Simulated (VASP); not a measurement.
# LiCl (Fm-3m) in VASP: a series of runs

LiCl is run at these levels: r2SCAN; tasks: single point, relaxation of cell and atoms.

Program: VASP 6.6.1. These are calculated values, not measurements. Logs are shortened: lines on timing, memory, paths and dates and some standing lists are left out, and cuts for length are marked.

## Step 1: The cell of the first run

Symmetry: Fm-3m, No. 225, cubic system. The conventional cell has a = 5.084 Å, b = 5.084 Å, c = 5.084 Å, α = 90.00°, β = 90.00°, γ = 90.00°. Within 3.4 Å of Li (site symmetry m-3m) lie 6 Cl at 2.54 Å. Within 3.4 Å of Cl (site symmetry m-3m) lie 6 Li at 2.54 Å.

## Step 2: Single point, r2SCAN

POSCAR

```
LiCl
1.0
    0.0000000000      2.5421223400      2.5421223400
    2.5421223400      0.0000000000      2.5421223400
    2.5421223400      2.5421223400      0.0000000000
Li Cl
1 1
Direct
    0.0000000000      0.0000000000      0.0000000000
    0.5000000000      0.5000000000      0.5000000000
```

INCAR.step1

```
SYSTEM = LiCl
  PREC = Accurate
  ENCUT = 520
  ISMEAR = 0
  SIGMA = 0.1
  LREAL = .FALSE.
  LASPH = .TRUE.
  NELM = 80
  NBANDS = 12
  GGA = PE
  ALGO = Normal
  EDIFF = 1E-4
  LWAVE = .TRUE.
  LCHARG = .FALSE.
```

INCAR.step2

```
SYSTEM = LiCl
  PREC = Accurate
  ENCUT = 520
  EDIFF = 1E-6
  ISMEAR = 0
  SIGMA = 0.1
  LREAL = .FALSE.
  LASPH = .TRUE.
  NELM = 80
  ALGO = Normal
  ISIF = 2
  LWAVE = .FALSE.
  LCHARG = .FALSE.
  METAGGA = R2SCAN
  LMIXTAU = .TRUE.
  NBANDS = 12
  ISTART = 1
```

KPOINTS

```
regular mesh
0
G
  6 6 6
  0 0 0
```

Potentials or basis: VASP PAW PBE potentials, release 64 (Li_sv, Cl).

Run with:

```
$ cat potpaw_PBE.64/Li_sv/POTCAR potpaw_PBE.64/Cl/POTCAR > POTCAR
$ cp INCAR.step1 INCAR
$ mpirun -np 1 vasp_std > vasp.out
$ cp INCAR.step2 INCAR
$ mpirun -np 1 vasp_std > vasp.out
```

OUTCAR:

```text
SYSTEM = LiCl
   PREC = Accurate
   ENCUT = 520
   EDIFF = 1E-6
   ISMEAR = 0
   LREAL = .FALSE.
   LASPH = .TRUE.
   NELM = 80
   ISIF = 2
   METAGGA = R2SCAN
   ISTART = 1

 ion  position               nearest neighbor table
   1  0.000  0.000  0.000-   2 2.54   2 2.54   2 2.54   2 2.54   2 2.54   2 2.54
   2  0.500  0.500  0.500-   1 2.54   1 2.54   1 2.54   1 2.54   1 2.54   1 2.54

  LATTYP: Found a face centered cubic cell.
 ALAT       =     5.0842446800

  Lattice vectors:

 A1 = (   0.0000000000,   2.5421223400,   2.5421223400)
 A2 = (   2.5421223400,   0.0000000000,   2.5421223400)
 A3 = (   2.5421223400,   2.5421223400,   0.0000000000)

Analysis of symmetry for initial positions (statically):
=====================================================================
 Subroutine PRICEL returns:
 Original cell was already a primitive cell.

 Routine SETGRP: Setting up the symmetry group for a
 face centered cubic supercell.

 Subroutine GETGRP returns: Found 48 space group operations
 (whereof 48 operations were pure point group operations)
 out of a pool of 48 trial point group operations.

The static configuration has the point symmetry O_h .

Analysis of symmetry for dynamics (positions and initial velocities):
=====================================================================
 Subroutine PRICEL returns:
 Original cell was already a primitive cell.

 Routine SETGRP: Setting up the symmetry group for a
 face centered cubic supercell.

 Subroutine GETGRP returns: Found 48 space group operations
 (whereof 48 operations were pure point group operations)
 out of a pool of 48 trial point group operations.

The dynamic configuration has the point symmetry O_h .

 Subroutine INISYM returns: Found 48 space group operations
 (whereof 48 operations are pure point group operations),
 and found     1 'primitive' translations

----------------------------------------------------------------------------------------

                                     Primitive cell

  volume of cell :      32.8564

  direct lattice vectors                    reciprocal lattice vectors
     0.000000000  2.542122340  2.542122340    -0.196686049  0.196686049  0.196686049
     2.542122340  0.000000000  2.542122340     0.196686049 -0.196686049  0.196686049
     2.542122340  2.542122340  0.000000000     0.196686049  0.196686049 -0.196686049

  length of vectors
     3.595103890  3.595103890  3.595103890     0.340670231  0.340670231  0.340670231

  position of ions in fractional coordinates (direct lattice)
     0.000000000  0.000000000  0.000000000
     0.500000000  0.500000000  0.500000000

  ion indices of the primitive-cell ions
   primitive index   ion index
                 1           1
                 2           2

----------------------------------------------------------------------------------------

 KPOINTS: regular mesh

Automatic generation of k-mesh.
 Grid dimensions read from file:
 generate k-points for:    6    6    6

 Generating k-lattice:

  Cartesian coordinates                     Fractional coordinates (reciprocal lattice)
    -0.032781008  0.032781008  0.032781008     0.166666667  0.000000000  0.000000000
     0.032781008 -0.032781008  0.032781008     0.000000000  0.166666667  0.000000000
     0.032781008  0.032781008 -0.032781008     0.000000000  0.000000000  0.166666667

  Length of vectors
     0.056778372  0.056778372  0.056778372

  Shift w.r.t. Gamma in fractional coordinates (k-lattice)
     0.000000000  0.000000000  0.000000000

 Subroutine IBZKPT returns following result:
 ===========================================

 Found     16 irreducible k-points:

 Following reciprocal coordinates:
            Coordinates               Weight
  0.000000  0.000000  0.000000      1.000000
  0.166667  0.000000  0.000000      8.000000
  0.333333  0.000000  0.000000      8.000000
  0.500000  0.000000  0.000000      4.000000
  0.166667  0.166667  0.000000      6.000000
  0.333333  0.166667  0.000000     24.000000
[... 8 lines left out ...]
 -0.333333  0.333333  0.166667     24.000000
 -0.333333  0.500000  0.166667     12.000000
   k-points           NKPTS =     16   k-points in BZ     NKDIM =     16   number of bands    NBANDS=     12
   number of dos      NEDOS =    301   number of ions     NIONS =      2
   total plane-waves  NPLWV =  21952
   dimension x,y,z NGX =    28 NGY =   28 NGZ =   28
   dimension x,y,z NGXF=    56 NGYF=   56 NGZF=   56
   ions per type =               1   1
   NGX,Y,Z   is equivalent  to a cutoff of  12.95, 12.95, 12.95 a.u.
   NGXF,Y,Z  is equivalent  to a cutoff of  25.90, 25.90, 25.90 a.u.
 SYSTEM =  LiCl
   PREC   = accura    normal or accurate (medium, high low for compatibility)
   ISTART =      1    job   : 0-new  1-cont  2-samecut
   ICHARG =      0    charge: 1-file 2-atom 10-const
   ISPIN  =      1    spin polarized calculation?
   LNONCOLLINEAR =      F non collinear calculations
   LSORBIT =      F    spin-orbit coupling
   LASPH  =      T    aspherical Exc in radial PAW
   ENCUT  =  520.0 eV  38.22 Ry    6.18 a.u.   6.68  6.68  6.68*2*pi/ulx,y,z
   NELM   =     80;   NELMIN=  2; NELMDL=  0     # of ELM steps
   EDIFF  = 0.1E-05   stopping-criterion for ELM
   LREAL  =      F    real-space projection
   EDIFFG = 0.1E-04   stopping-criterion for IOM
   NSW    =      0    number of steps for IOM
   IBRION =     -1    ionic relax: 0-MD 1-quasi-New 2-CG
   NFREE  =      0    steps in history (QN), initial steepest desc. (CG)
   ISIF   =      2    stress and relaxation
   ISYM   =      2    0-nonsym 1-usesym 2-fastsym
   POTIM  = 0.5000    time-step for ionic-motion
   TEBEG  =    0.0;   TEEND  =   0.0 temperature during run
   PSTRESS=    0.0 pullay stress
   NELECT =      10.0000    total number of electrons
   NUPDOWN=      -1.0000    fix difference up-down
   EMIN   =  10.00;   EMAX   =-10.00  energy-range for DOS
   EFERMI =   0.00;   METHOD = LEGACY
   ISMEAR =     0;   SIGMA  =   0.10  broadening in eV -4-tet -1-fermi 0-gaus
   EFERMI_NEDOS =   21; number of points for ismear=-14 and -15
   IALGO  =     38    algorithm
   IMIX   =      4    mixing-type and parameters
     AMIX     =   0.40;   BMIX     =  1.00
     AMIX_MAG =   1.60;   BMIX_MAG =  1.00
  volume/ion in A,a.u.               =      16.43       110.86
  Fermi-wavevector in a.u.,A,eV,Ry     =   1.101206  2.080977 16.499154  1.212654
  Thomas-Fermi vector in A             =   2.237629
   LORBIT       =      0    0 simple, 1 ext, 2 COOP (PROOUT), +10 PAW based schemes
   METAGGA = R2SCAN    functional components
   LHFCALC =     F    Hartree Fock is set to
   AEXX    =    0.0000 exact exchange contribution
   IVDW    =     0    specifies the selected vdW correction
   LEPSILON=     F    determine dielectric tensor
   LRPA    =     F    only Hartree local field effects (RPA)
 non-spin polarized calculation
 Gauss-broadening in eV      SIGMA  =   0.10
  energy-cutoff  :      520.00
  volume of cell :       32.86
 maximum number of plane-waves:       899
   NGX = 13   NGY = 13   NGZ = 13

 number of electron       9.9999999 magnetization

 Free energy of the ion-electron system (eV)
  ---------------------------------------------------
  ext. energy  EPLUGINS =         0.00000000
  ---------------------------------------------------
  free energy    TOTEN  =       -12.58821208 eV

  energy without entropy =      -12.58821208  energy(sigma->0) =      -12.58821208

 E-fermi :   0.9769     XC(G=0):  -9.2873

 val. band max:        0.3931003341   @ k =   0.0000   0.0000   0.0000
 cond. band min:       7.8613999581   @ k =   0.0000   0.0000   0.0000
 fundamental gap:      7.4682996241
 Fermi energy:         0.9768768873

 k-point     1 :       0.0000    0.0000    0.0000
  band No.  band energies     occupation
      1     -44.3809      2.00000
      2     -13.6879      2.00000
      3       0.3931      2.00000
      4       0.3931      2.00000
      5       0.3931      2.00000
      6       7.8614      0.00000
      7      13.0758      0.00000
      8      13.0758      0.00000
      9      13.0758      0.00000
     10      15.8426      0.00000
     11      15.8426      0.00000
     12      16.4228      0.00000

 k-point     2 :       0.1667    0.0000    0.0000
  band No.  band energies     occupation
      1     -44.3802      2.00000
      2     -13.5465      2.00000
      3      -0.4917      2.00000
      4       0.3158      2.00000
      5       0.3158      2.00000
      6       8.5110      0.00000
      7      12.1597      0.00000
      8      12.7791      0.00000
      9      12.7795      0.00000
     10      14.4727      0.00000
     11      14.4728      0.00000
     12      17.0328      0.00000

 k-point     3 :       0.3333    0.0000    0.0000
  band No.  band energies     occupation
      1     -44.3787      2.00000
      2     -13.2382      2.00000
      3      -1.9275      2.00000
      4       0.1731      2.00000
      5       0.1731      2.00000
      6       8.3313      0.00000
      7      11.2846      0.00000
      8      11.2850      0.00000
      9      13.3499      0.00000
     10      16.4189      0.00000
     11      16.4190      0.00000
     12      17.8598      0.00000

 k-point     4 :       0.5000    0.0000    0.0000
  band No.  band energies     occupation
      1     -44.3779      2.00000
      2     -13.0687      2.00000
      3      -2.5591      2.00000
      4       0.1070      2.00000
      5       0.1071      2.00000
      6       7.9600      0.00000
      7      10.7159      0.00000
      8      10.7163      0.00000
      9      14.8966      0.00000
     10      18.5358      0.00000
     11      18.5359      0.00000
     12      18.7141      0.00000

 k-point     5 :       0.1667    0.1667    0.0000
  band No.  band energies     occupation
      1     -44.3799      2.00000
      2     -13.4964      2.00000
      3      -0.4083      2.00000
      4       0.0657      2.00000
      5       0.0657      2.00000
      6       9.0716      0.00000
      7      11.5456      0.00000
      8      12.0459      0.00000
      9      13.4595      0.00000
     10      13.4597      0.00000
     11      16.3165      0.00000
     12      17.9328      0.00000
[... 108 lines left out ...]
      1     -44.3771      2.00000
      2     -12.7978      2.00000
      3      -2.6665      2.00000
      4      -0.7820      2.00000
      5      -0.7820      2.00000
      6       9.2269      0.00000
      7       9.2807      0.00000
      8      14.2138      0.00000
      9      16.0324      0.00000
     10      16.0329      0.00000
     11      18.3312      0.00000
     12      20.0320      0.00000

 k-point    14 :       0.5000    0.3333    0.1667
  band No.  band energies     occupation
      1     -44.3777      2.00000
      2     -13.0010      2.00000
      3      -1.9495      2.00000
      4      -1.0512      2.00000
      5      -0.2754      2.00000
      6      10.4327      0.00000
      7      10.6832      0.00000
      8      10.8450      0.00000
      9      13.4222      0.00000
     10      15.5605      0.00000
     11      19.3541      0.00000
     12      20.1111      0.00000

 k-point    15 :      -0.3333    0.3333    0.1667
  band No.  band energies     occupation
      1     -44.3772      2.00000
      2     -12.8761      2.00000
      3      -2.1002      2.00000
      4      -1.4401      2.00000
      5      -0.4427      2.00000
      6      10.1995      0.00000
      7      10.6695      0.00000
      8      12.3410      0.00000
      9      12.6131      0.00000
     10      16.7477      0.00000
     11      17.8589      0.00000
     12      19.9764      0.00000

 k-point    16 :      -0.3333    0.5000    0.1667
  band No.  band energies     occupation
      1     -44.3770      2.00000
      2     -12.8055      2.00000
      3      -2.2822      2.00000
      4      -1.3617      2.00000
      5      -0.7381      2.00000
      6      10.1084      0.00000
      7      10.5319      0.00000
      8      12.8403      0.00000
      9      12.9357      0.00000
     10      16.8257      0.00000
     11      18.9454      0.00000
     12      20.0673      0.00000

------------------------ aborting loop because EDIFF is reached ----------------------------------------

  FORCE on cell =-STRESS in cart. coord.  units (eV):
  Direction    XX          YY          ZZ          XY          YZ          ZX
  --------------------------------------------------------------------------------------
  -------------------------------------------------------------------------------------
  Total        0.0320457      0.0320457      0.0320457      0.0000000      0.0000000      0.0000000
  in kB        1.5626452      1.5626452      1.5626452      0.0000000      0.0000000      0.0000000
  external PRESSURE =       1.5626452 kB  Pullay stress =       0.0000000 kB

 VOLUME and BASIS-vectors are now :
 -----------------------------------------------------------------------------
  energy-cutoff  :      520.00
  volume of cell :       32.86
      direct lattice vectors                 reciprocal lattice vectors
     0.000000000  2.542122340  2.542122340    -0.196686049  0.196686049  0.196686049
     2.542122340  0.000000000  2.542122340     0.196686049 -0.196686049  0.196686049
     2.542122340  2.542122340  0.000000000     0.196686049  0.196686049 -0.196686049

 POSITION                                       TOTAL-FORCE (eV/Angst)
 -----------------------------------------------------------------------------------
      0.00000      0.00000      0.00000         0.000000      0.000000      0.000000
      2.54212      2.54212      2.54212        -0.000000     -0.000000     -0.000000
 -----------------------------------------------------------------------------------
    total drift:                                0.000000      0.000000      0.000000

  FREE ENERGIE OF THE ION-ELECTRON SYSTEM (eV)
  ---------------------------------------------------
  free  energy   TOTEN  =       -12.5882120817 eV

  energy  without entropy=      -12.5882120817  energy(sigma->0) =      -12.58821208
```

Wall time 29 s (1 thread of AMD EPYC 7R13 (Zen 3), shared host); peak memory 0.12 GiB.

Results:

```yaml
Free_energy: -12.5882 eV
Band_gap_on_the_k_mesh: 7.47 eV
```

Caveat: the cutoff is under 1.25 times the usual one of these potentials, so pressure, stress and relaxed cells hold a basis-set (Pulay) error; the PAW data sets were made with another functional, which shifts forces and pressure a little.

## Step 3: Single point, r2SCAN

This run uses another cell than the first one, of 16.70 Å³/atom.

POSCAR

```
LiCl
1.0
    0.0000000000      2.5558663419      2.5558663419
    2.5558663419      0.0000000000      2.5558663419
    2.5558663419      2.5558663419      0.0000000000
Li Cl
1 1
Direct
    0.0000000000      0.0000000000      0.0000000000
    0.5000000000      0.5000000000      0.5000000000
```

INCAR.step1

```
  PREC = Accurate
  ENCUT = 520
  ISMEAR = 0
  SIGMA = 0.02
  LREAL = F
  LASPH = T
  NELM = 60
  NBANDS = 12
  GGA = PE
  ALGO = Normal
  EDIFF = 1E-4
  LWAVE = T
  LCHARG = F
```

INCAR.step2

```
  PREC = Accurate
  ENCUT = 520
  EDIFF = 1E-7
  ISMEAR = 0
  SIGMA = 0.02
  LREAL = F
  LASPH = T
  NELM = 60
  ALGO = Normal
  ISIF = 2
  LWAVE = F
  LCHARG = T
  METAGGA = R2SCAN
  LMIXTAU = T
  LELF = T
  LVHAR = T
  NBANDS = 12
  ISTART = 1
```

KPOINTS

```
Automatic mesh
0
Gamma
  8 8 8
```

Potentials or basis: VASP PAW PBE potentials, release 64 (Li_sv, Cl).

Run with:

```
$ cat potpaw_PBE.64/Li_sv/POTCAR potpaw_PBE.64/Cl/POTCAR > POTCAR
$ cp INCAR.step1 INCAR
$ mpirun -np 1 vasp_std > vasp.out
$ cp INCAR.step2 INCAR
$ mpirun -np 1 vasp_std > vasp.out
```

Wall time 52 s (1 thread of AMD EPYC 7R13 (Zen 3), shared host); peak memory 0.13 GiB.

The run converged. Its results:

```
Free energy            : -12.5881 eV
Band gap on the k mesh : 7.36 eV
```

Levels at points of the mesh, in eV from the valence-band top:
```
           k point  band 1  band 2  band 3  band 4  band 5  band 6  band 7  band 8  band 9  band 10
(0.00, 0.00, 0.00)  -44.80  -14.02    0.00    0.00    0.00    7.36   12.67   12.67   12.67    15.41
(0.50, 0.00, 0.00)  -44.79  -13.42   -2.88   -0.28   -0.28    7.55   10.32   10.32   14.32    18.07
(0.50, 0.50, 0.00)  -44.79  -13.17   -2.98   -1.14   -1.14    8.79    8.91   13.67   15.50    15.50
```

Caveat: the cutoff is under 1.25 times the usual one of these potentials, so pressure, stress and relaxed cells hold a basis-set (Pulay) error; the PAW data sets were made with another functional, which shifts forces and pressure a little.

## Step 4: Relaxation of cell and atoms, r2SCAN

POSCAR

```
LiCl
1.0
    0.0000000000      2.5421223400      2.5421223400
    2.5421223400      0.0000000000      2.5421223400
    2.5421223400      2.5421223400      0.0000000000
Li Cl
1 1
Direct
    0.0000000000      0.0000000000      0.0000000000
    0.5000000000      0.5000000000      0.5000000000
```

INCAR.step1

```
SYSTEM = LiCl
ALGO = Normal
EDIFF = 1E-4
ENCUT = 600
GGA = PE
ISMEAR = 0
LASPH = .TRUE.
LCHARG = .FALSE.
LREAL = .FALSE.
LWAVE = .TRUE.
NELM = 100
PREC = Accurate
SIGMA = 0.02
```

INCAR.step2

```
SYSTEM = LiCl
ALGO = Normal
EDIFF = 1E-6
EDIFFG = -0.002
ENCUT = 600
IBRION = 2
ISIF = 3
ISMEAR = 0
ISTART = 1
LASPH = .TRUE.
LCHARG = .FALSE.
LMIXTAU = .TRUE.
LREAL = .FALSE.
LWAVE = .FALSE.
METAGGA = R2SCAN
NELM = 100
NSW = 100
PREC = Accurate
SIGMA = 0.02
```

KPOINTS

```
k-points
0
G
  8 8 8
  0 0 0
```

Run with:

```
$ cat potpaw_PBE.64/Li_sv/POTCAR potpaw_PBE.64/Cl/POTCAR > POTCAR
$ cp INCAR.step1 INCAR
$ mpirun -np 1 vasp_std > vasp.out
$ cp INCAR.step2 INCAR
$ mpirun -np 1 vasp_std > vasp.out
```

Run time: 1.7 min. Hardware: 1 thread of AMD EPYC 7R13 (Zen 3), shared host; peak memory 0.14 GiB.

Results (log left out):

| Quantity | Value |
| --- | --- |
| Free energy | -12.5901 eV |
| Relaxed volume | 16.47 Å³/atom |
| Relaxed cell | a = 3.598 Å, b = 3.598 Å, c = 3.598 Å, α = 60.00°, β = 60.00°, γ = 60.00° |
| Space group after relaxing (to 0.1 Å) | Fm-3m (No. 225) |
| Ionic steps | 4 |
| Pressure after relaxing | 0.0 GPa |
| Band gap on the k mesh | 7.46 eV |

Final structure:
```
Li Cl
1.0
     0.00000    2.54410    2.54410
     2.54410    0.00000    2.54410
     2.54410    2.54410    0.00000
Li Cl
1 1
Direct
  0.00000 0.00000 0.00000
  0.50000 0.50000 0.50000
```

Levels at points of the mesh, in eV from the valence-band top:
```csv
k point,band 2,band 3,band 4,band 5,band 6,band 7,band 8,band 9
"(0.00, 0.00, 0.00)",-14.07,0.00,0.00,0.00,7.46,12.68,12.68,12.68
"(0.50, 0.00, 0.00)",-13.46,-2.94,-0.28,-0.28,7.56,10.32,10.32,14.48
"(0.50, 0.50, 0.00)",-13.19,-3.05,-1.17,-1.17,8.83,8.89,13.80,15.62
```

Caveat: the cutoff is under 1.25 times the usual one of these potentials, so pressure, stress and relaxed cells hold a basis-set (Pulay) error; the PAW data sets were made with another functional, which shifts forces and pressure a little. A k mesh can miss the band edges.

## Step 5: Overview

```tsv
task	cell	k mesh	cutoff (eV)	smearing	gap on the mesh (eV)
single point	a = 3.595 Å, angles 60.0°, 2 atoms	6 × 6 × 6	520	gaussian 0.1 eV	7.47
single point	a = 3.615 Å, angles 60.0°, 2 atoms	8 × 8 × 8	520	gaussian 0.02 eV	7.36
relaxation of cell and atoms	relaxed from a = 3.595 Å, angles 60.0°, 2 atoms	8 × 8 × 8	600	gaussian 0.02 eV	7.46
```

Alike in all rows: level r2SCAN; potentials or basis VASP PAW PBE potentials, release 64 (Li_sv, Cl); no spin polarisation.

Caveats: the cutoff is under 1.25 times the usual one of these potentials, so pressure, stress and relaxed cells hold a basis-set (Pulay) error; the PAW data sets were made with another functional, which shifts forces and pressure a little.

Absolute energies hang on the potentials; compare differences alone.
